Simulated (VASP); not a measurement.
# Si20H8CF2 in VASP: single point with PBE

Aim: the single point of Si20H8CF2 with PBE.

All numbers are computed with VASP 6.6.1; they aren't measurements. Logs are shortened: lines on timing, memory, paths and dates and some standing lists are left out, and cuts for length are marked.

### 1 The cell of the first run

The cell holds a slab with vacuum, 31 atoms: a = 7.679 Å, b = 7.679 Å, c = 21.256 Å, α = 90.00°, β = 90.00°, γ = 90.00°.

### 2 Single point, PBE

INCAR reads:

```
PREC = Accurate
ENCUT = 1010
EDIFF = 1E-6
ISMEAR = -1
SIGMA = 0.02
LREAL = Auto
LASPH = T
NELM = 120
ALGO = Normal
ISIF = 2
LWAVE = F
LCHARG = F
GGA = PE
NBANDS = 74
GGA_COMPAT = F
NELMDL = -8
```

KPOINTS reads:

```
Automatic mesh
0
Gamma
  1 1 1
```

POSCAR reads:

```
Si20H8CF2
1.0
    7.6791800000      0.0000000000      0.0000000000
    0.0000000000      7.6791800000      0.0000000000
    0.0000000000      0.0000000000     21.2555000000
H Si C F
8 20 1 2
Direct
    0.4093926695      0.0000000000      0.0470466468
    0.0906086327      0.0000000000      0.0470466468
    0.9093939718      0.0000000000      0.0470466468
    0.5906099349      0.0000000000      0.0470466468
    0.4093926695      0.5000013022      0.0470466468
    0.0906086327      0.5000013022      0.0470466468
    0.9093939718      0.5000013022      0.0470466468
    0.5906099349      0.5000013022      0.0470466468
    0.2500006511      0.0000000000      0.0877655195
    0.7500019533      0.0000000000      0.0877655195
    0.2500006511      0.5000013022      0.0877655195
    0.7500019533      0.5000013022      0.0877655195
    0.2503392289      0.2497662511      0.1513020159
    0.7497284866      0.2495839400      0.1512643786
    0.2503392289      0.7505619090      0.1527087107
    0.7496894200      0.7504316867      0.1527040060
   -0.0000130222      0.2468883396      0.2126273200
    0.5000273467      0.2483598509      0.2120815789
   -0.0003646223      0.7568516430      0.2190585966
    0.5004310356      0.7562265763      0.2188327727
    0.0013673335      0.0120455569      0.2839500365
    0.4984256132      0.0123841348      0.2836018913
   -0.0001953334      0.5010691246      0.2788360660
    0.5011342357      0.4998320133      0.2762579097
    0.2501829622      0.0833682763      0.3324127873
    0.7496373311      0.0874702768      0.3315706523
    0.2542068294      0.4003422240      0.3256474795
    0.7464599085      0.3945733789      0.3241325775
    0.5168650819      0.4083769361      0.4300392840
    0.3903802229      0.3640362643      0.4681188398
    0.6465534080      0.4540198302      0.4667921244
```

Potentials or basis: VASP PAW PBE potentials, release 64 (H_h, Si, C_h, F_h).

Command:

```
cat potpaw_PBE.64/H_h/POTCAR potpaw_PBE.64/Si/POTCAR potpaw_PBE.64/C_h/POTCAR potpaw_PBE.64/F_h/POTCAR > POTCAR
mpirun -np 1 vasp_gam > vasp.out
```

OUTCAR:

```text
PREC = Accurate
   ENCUT = 1010
   EDIFF = 1E-6
   ISMEAR = -1
   LREAL = Auto
   LASPH = T
   NELM = 120
   ISIF = 2
   GGA = PE
   NELMDL = -8

 ion  position               nearest neighbor table
   1  0.409  0.000  0.047-   9 1.50
   2  0.091  0.000  0.047-   9 1.50
   3  0.909  0.000  0.047-  10 1.50
   4  0.591  0.000  0.047-  10 1.50
   5  0.409  0.500  0.047-  11 1.50
   6  0.091  0.500  0.047-  11 1.50
   7  0.909  0.500  0.047-  12 1.50
   8  0.591  0.500  0.047-  12 1.50
   9  0.250  0.000  0.088-   1 1.50   2 1.50  13 2.35  15 2.36
  10  0.750  0.000  0.088-   4 1.50   3 1.50  14 2.34  16 2.36
  11  0.250  0.500  0.088-   5 1.50   6 1.50  13 2.35  15 2.37
  12  0.750  0.500  0.088-   8 1.50   7 1.50  14 2.35  16 2.37
  13  0.250  0.250  0.151-  18 2.31  17 2.32   9 2.35  11 2.35
  14  0.750  0.250  0.151-  18 2.31  17 2.32  10 2.34  12 2.35
[... 8 lines left out ...]
  23  1.000  0.501  0.279-  28 2.32  27 2.32  19 2.34  17 2.41
  24  0.501  0.500  0.276-  28 2.29  27 2.30  20 2.32  18 2.36
  25  0.250  0.083  0.332-  22 2.24  21 2.24  27 2.44
  26  0.750  0.087  0.332-  22 2.26  21 2.26  28 2.36
  27  0.254  0.400  0.326-  24 2.30  23 2.32  25 2.44
  28  0.746  0.395  0.324-  24 2.29  23 2.32  26 2.36
  29  0.517  0.408  0.430-  30 1.31  31 1.31
  30  0.390  0.364  0.468-  29 1.31
  31  0.647  0.454  0.467-  29 1.31

  LATTYP: Found a simple tetragonal cell.
 ALAT       =     7.6791800000
 C/A-ratio  =     2.7679387643

  Lattice vectors:

 A1 = (   7.6791800000,   0.0000000000,   0.0000000000)
 A2 = (   0.0000000000,   7.6791800000,   0.0000000000)
 A3 = (   0.0000000000,   0.0000000000,  21.2555000000)

Analysis of symmetry for initial positions (statically):
=====================================================================
 Subroutine PRICEL returns:
 Original cell was already a primitive cell.

 Routine SETGRP: Setting up the symmetry group for a
 simple tetragonal supercell.

 Subroutine GETGRP returns: Found  1 space group operations
 (whereof  1 operations were pure point group operations)
 out of a pool of 16 trial point group operations.

The static configuration has the point symmetry C_1 .

Analysis of symmetry for dynamics (positions and initial velocities):
=====================================================================
 Subroutine PRICEL returns:
 Original cell was already a primitive cell.

 Routine SETGRP: Setting up the symmetry group for a
 simple tetragonal supercell.

 Subroutine GETGRP returns: Found  1 space group operations
 (whereof  1 operations were pure point group operations)
 out of a pool of 16 trial point group operations.

The dynamic configuration has the point symmetry C_1 .

 Subroutine INISYM returns: Found  1 space group operations
 (whereof  1 operations are pure point group operations),
 and found     1 'primitive' translations

----------------------------------------------------------------------------------------

                                     Primitive cell

  volume of cell :    1253.4327

  direct lattice vectors                    reciprocal lattice vectors
     7.679180000  0.000000000  0.000000000     0.130222237  0.000000000  0.000000000
     0.000000000  7.679180000  0.000000000     0.000000000  0.130222237  0.000000000
     0.000000000  0.000000000 21.255500000     0.000000000  0.000000000  0.047046647

  length of vectors
     7.679180000  7.679180000 21.255500000     0.130222237  0.130222237  0.047046647

  position of ions in fractional coordinates (direct lattice)
     0.409392670  0.000000000  0.047046647
     0.090608633  0.000000000  0.047046647
     0.909393972  0.000000000  0.047046647
     0.590609935  0.000000000  0.047046647
     0.409392670  0.500001302  0.047046647
     0.090608633  0.500001302  0.047046647
[... 23 lines left out ...]
     0.390380223  0.364036264  0.468118840
     0.646553408  0.454019830  0.466792124

  ion indices of the primitive-cell ions
   primitive index   ion index
                 1           1
                 2           2
                 3           3
                 4           4
                 5           5
                 6           6
[... 23 lines left out ...]
                30          30
                31          31

----------------------------------------------------------------------------------------

 KPOINTS: Automatic mesh

Automatic generation of k-mesh.
 Grid dimensions read from file:
 generate k-points for:    1    1    1

 Generating k-lattice:

  Cartesian coordinates                     Fractional coordinates (reciprocal lattice)
     0.130222237  0.000000000  0.000000000     1.000000000  0.000000000  0.000000000
     0.000000000  0.130222237  0.000000000     0.000000000  1.000000000  0.000000000
     0.000000000  0.000000000  0.047046647     0.000000000  0.000000000  1.000000000

  Length of vectors
     0.130222237  0.130222237  0.047046647

  Shift w.r.t. Gamma in fractional coordinates (k-lattice)
     0.000000000  0.000000000  0.000000000

 Subroutine IBZKPT returns following result:
 ===========================================

 Found      1 irreducible k-points:

 Following reciprocal coordinates:
            Coordinates               Weight
  0.000000  0.000000  0.000000      1.000000
   k-points           NKPTS =      1   k-points in BZ     NKDIM =      1   number of bands    NBANDS=     74
   number of dos      NEDOS =    301   number of ions     NIONS =     31
   total plane-waves  NPLWV = ******
   dimension x,y,z NGX =    80 NGY =   80 NGZ =  224
   dimension x,y,z NGXF=   160 NGYF=  160 NGZF=  448
   ions per type =               8  20   1   2
   NGX,Y,Z   is equivalent  to a cutoff of  17.32, 17.32, 17.52 a.u.
   NGXF,Y,Z  is equivalent  to a cutoff of  34.64, 34.64, 35.04 a.u.
 SYSTEM =  unknown system
   PREC   = accura    normal or accurate (medium, high low for compatibility)
   ISTART =      0    job   : 0-new  1-cont  2-samecut
   ICHARG =      2    charge: 1-file 2-atom 10-const
   ISPIN  =      1    spin polarized calculation?
   LNONCOLLINEAR =      F non collinear calculations
   LSORBIT =      F    spin-orbit coupling
   LASPH  =      T    aspherical Exc in radial PAW
   ENCUT  = 1010.0 eV  74.23 Ry    8.62 a.u.  19.90 19.90 55.08*2*pi/ulx,y,z
   NELM   =    120;   NELMIN=  2; NELMDL= -8     # of ELM steps
   EDIFF  = 0.1E-05   stopping-criterion for ELM
   LREAL  =      T    real-space projection
   EDIFFG = 0.1E-04   stopping-criterion for IOM
   NSW    =      0    number of steps for IOM
[... 5 lines left out ...]
   TEBEG  =    0.0;   TEEND  =   0.0 temperature during run
   PSTRESS=    0.0 pullay stress
   NELECT =     106.0000    total number of electrons
   NUPDOWN=      -1.0000    fix difference up-down
   EMIN   =  10.00;   EMAX   =-10.00  energy-range for DOS
   EFERMI =   0.00;   METHOD = LEGACY
   ISMEAR =    -1;   SIGMA  =   0.02  broadening in eV -4-tet -1-fermi 0-gaus
   EFERMI_NEDOS =   21; number of points for ismear=-14 and -15
   IALGO  =     38    algorithm
   IMIX   =      4    mixing-type and parameters
     AMIX     =   0.40;   BMIX     =  1.00
     AMIX_MAG =   1.60;   BMIX_MAG =  1.00
  volume/ion in A,a.u.               =      40.43       272.86
  Fermi-wavevector in a.u.,A,eV,Ry     =   0.718582  1.357923  7.025509  0.516360
  Thomas-Fermi vector in A             =   1.807557
   LORBIT       =      0    0 simple, 1 ext, 2 COOP (PROOUT), +10 PAW based schemes
   GGA     = PE    functional components
   LHFCALC =     F    Hartree Fock is set to
   AEXX    =    0.0000 exact exchange contribution
   IVDW    =     0    specifies the selected vdW correction
   LEPSILON=     F    determine dielectric tensor
   LRPA    =     F    only Hartree local field effects (RPA)
 non-spin polarized calculation
  energy-cutoff  :     1010.00
  volume of cell :     1253.43
 maximum number of plane-waves:     45690
 NGX is ok and might be reduce to    80
   NGX = 39   NGY = 39   NGZ =111

 number of electron     106.0000006 magnetization

 Free energy of the ion-electron system (eV)
  ---------------------------------------------------
  ext. energy  EPLUGINS =         0.00000000
  ---------------------------------------------------
  free energy    TOTEN  =      -135.98330661 eV

  energy without entropy =     -135.94559687  energy(sigma->0) =     -135.96445174

 E-fermi :  -0.9073     XC(G=0):  -4.1521

 val. band max:       -0.9376655313   @ k =   0.0000   0.0000   0.0000
 cond. band min:      -0.8770077625   @ k =   0.0000   0.0000   0.0000
 fundamental gap:      0.0606577688
 Fermi energy:        -0.9073366469

 k-point     1 :       0.0000    0.0000    0.0000
  band No.  band energies     occupation
      1     -30.0699      2.00000
      2     -28.1798      2.00000
      3     -13.9689      2.00000
      4     -12.5467      2.00000
      5     -11.3600      2.00000
      6     -11.3457      2.00000
[... 57 lines left out ...]
     64       1.7149      0.00000
     65       1.7648      0.00000
 [bands above 65 left out]

------------------------ aborting loop because EDIFF is reached ----------------------------------------

  FORCE on cell =-STRESS in cart. coord.  units (eV):
  Direction    XX          YY          ZZ          XY          YZ          ZX
  --------------------------------------------------------------------------------------
  -------------------------------------------------------------------------------------
  Total       38.2006867     10.4240014     -4.1658026     -0.0581906     -0.1857706     -0.4616554
  in kB       48.8293262     13.3242883     -5.3248607     -0.0743811     -0.2374578     -0.5901025
  external PRESSURE =      18.9429180 kB  Pullay stress =       0.0000000 kB

 VOLUME and BASIS-vectors are now :
 -----------------------------------------------------------------------------
  energy-cutoff  :     1010.00
  volume of cell :     1253.43
      direct lattice vectors                 reciprocal lattice vectors
     7.679180000  0.000000000  0.000000000     0.130222237  0.000000000  0.000000000
     0.000000000  7.679180000  0.000000000     0.000000000  0.130222237  0.000000000
     0.000000000  0.000000000 21.255500000     0.000000000  0.000000000  0.047046647

 POSITION                                       TOTAL-FORCE (eV/Angst)
 -----------------------------------------------------------------------------------
      3.14380      0.00000      1.00000        -1.003055     -0.041423      0.131237
      0.69580      0.00000      1.00000         0.974523     -0.055547      0.092652
      6.98340      0.00000      1.00000        -0.975150     -0.050738      0.074493
      4.53540      0.00000      1.00000         1.001843     -0.030911      0.118570
      3.14380      3.83960      1.00000        -1.041192      0.039952      0.153110
      0.69580      3.83960      1.00000         1.043620      0.045391      0.145518
[... 23 lines left out ...]
      2.99780      2.79550      9.95010        -0.271549     -0.459813      0.619190
      4.96500      3.48650      9.92190         0.255538      0.454215      0.452559
 -----------------------------------------------------------------------------------
    total drift:                               -0.023479     -0.006973     -0.036915

  FREE ENERGIE OF THE ION-ELECTRON SYSTEM (eV)
  ---------------------------------------------------
  free  energy   TOTEN  =      -135.9833066140 eV

  energy  without entropy=     -135.9455968670  energy(sigma->0) =     -135.96445174
```

Run time: 9.8 min. Hardware: 1 thread of Intel Xeon 6975P-C (Granite Rapids), shared host; peak memory 2.2 GiB.

What came out:

- Free energy: -135.9833 eV
- Largest force: 1.409 eV/Å

Forces on the atoms (eV/Å):
```
H   -1.003 -0.041  0.131
H    0.975 -0.056  0.093
H   -0.975 -0.051  0.074
H    1.002 -0.031  0.119
H   -1.041  0.040  0.153
H    1.044  0.045  0.146
H   -1.045  0.036  0.138
H    1.048  0.035  0.141
Si  -0.050  0.002  0.044
Si   0.072  0.012  0.029
Si  -0.018  0.017  0.093
Si   0.020  0.021  0.092
Si  -0.067 -0.142 -0.288
Si   0.060 -0.153 -0.299
Si  -0.018  0.089  0.258
Si   0.021  0.098  0.222
Si  -0.020  0.443  0.144
Si   0.006  0.343  0.017
Si  -0.013  0.148  0.096
Si   0.009  0.265 -0.013
Si  -0.016 -0.890 -1.032
Si   0.012 -0.914 -1.072
Si   0.048 -0.373  0.145
Si   0.028 -0.302 -0.217
Si   0.023  0.617  0.502
Si   0.012  0.509  0.225
Si   0.053  0.201  0.079
Si  -0.016  0.053 -0.203
C   -0.133 -0.016 -0.887
F   -0.272 -0.460  0.619
F    0.256  0.454  0.453
```

Caveat: the k points lie up to 0.82 Å⁻¹ apart, too coarse for converged energies, forces and pressures; there is no dipole correction, which matters where the two faces differ.
